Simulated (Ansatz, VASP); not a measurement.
GaN: VASP beside Ansatz

```
Ga N
1.0
     0.00000    2.29110    2.29110
     2.24894    0.04217    2.24894
     2.24894    2.24894    0.04217
Ga N
1 1
Direct
  0.00000 0.00000 0.00000
  0.75000 0.75000 0.75000
```

Change from the starting cell: strain +0.0375 x Voigt [0, 0, 0, 1, 0, 0], atoms carried along.

Alike in both runs: task single point; functional r2SCAN; k mesh 10 × 10 × 10; occupations gaussian, width 0.05 eV; no spin polarisation.

```csv
,VASP,Ansatz
version,VASP 6.6.1,Ansatz 0.2.0
potentials or method,"VASP PAW PBE potentials, release 64 (Ga_d, N_h), cutoff 1460 eV","scalar-relativistic, plane waves, PAW"
valence electrons in the cell,18,18
```

|  | VASP | Ansatz | Ansatz less VASP |
| --- | --- | --- | --- |
| gap on the k mesh at the Fermi level (eV) | 2.05 | 2.07 | +0.012 |
| least direct gap on the mesh (eV) | 2.05 | 2.07 | +0.012 |
| pressure (GPa) | 1.4 | 0.4 | -0.98 |
| traceless stress, the component that is largest in VASP (GPa) | -7.62 | -7.53 | +0.097 |
| rms of the force components (eV/Å) | 0.191 | 0.183 | -0.0076 |

VASP's potentials were made for PBE, not for r2SCAN. Atom by atom the forces differ by 0.008 eV/Å (rms over components).
